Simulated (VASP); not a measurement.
## Li2BeS2: single point with PBE

Li2BeS2:

```
Li Be S
1.0
     3.26236    0.00000    0.00000
    -1.63118    2.82529    0.00000
     0.00000    0.00000    6.20309
Li Be S
2 1 2
Direct
  0.00000 0.00000 0.34220
  0.33333 0.66667 0.84220
  0.33333 0.66667 0.21255
  0.00000 0.00000 0.00000
  0.33333 0.66667 0.50000
```

```json
{"Program": "VASP 6.6.1", "Task": "single point", "Functional": "PBE", "Potentials or basis": "VASP PAW PBE potentials, release 64 (Li_sv, Be, S)", "Cutoff": "520 eV", "k mesh": "6 × 6 × 4", "Occupations": "gaussian, width 0.1 eV", "Spin": "no spin polarisation"}
```

```
Largest force          : 4.140 eV/Å
Band gap on the k mesh : 0.86 eV, indirect (least direct gap 3.38 eV)
```

Forces on the atoms (eV/Å):
```
Li   0.000  0.000  1.868
Li   0.000  0.000 -1.005
Be   0.000  0.000 -4.140
S    0.000  0.000  2.475
S    0.000  0.000  0.801
```

Levels at points of the mesh, in eV from the valence-band top:
| k point | band 8 | band 9 | band 10 | band 11 | band 12 | band 13 |
| --- | --- | --- | --- | --- | --- | --- |
| (0.00, 0.00, 0.00) | -1.57 | 0.00 | 0.00 | 3.45 | 4.72 | 5.51 |
| (0.50, 0.00, 0.00) | -3.80 | -3.32 | -1.14 | 2.27 | 3.09 | 4.29 |
| (0.00, 0.00, 0.50) | -1.48 | -0.14 | -0.14 | 4.73 | 5.30 | 5.30 |
| (0.50, 0.00, 0.50) | -3.36 | -3.18 | -1.50 | 2.08 | 2.37 | 5.37 |

It took 9.7 s on 1 thread of Intel(R) Xeon(R) 6975P-C (Granite Rapids) (shared host), peak memory 0.16 GiB.

Caveat: forces of over 1 eV/Å act on the atoms, so gaps and moduli don't describe the material at rest. A k mesh can miss the band edges.
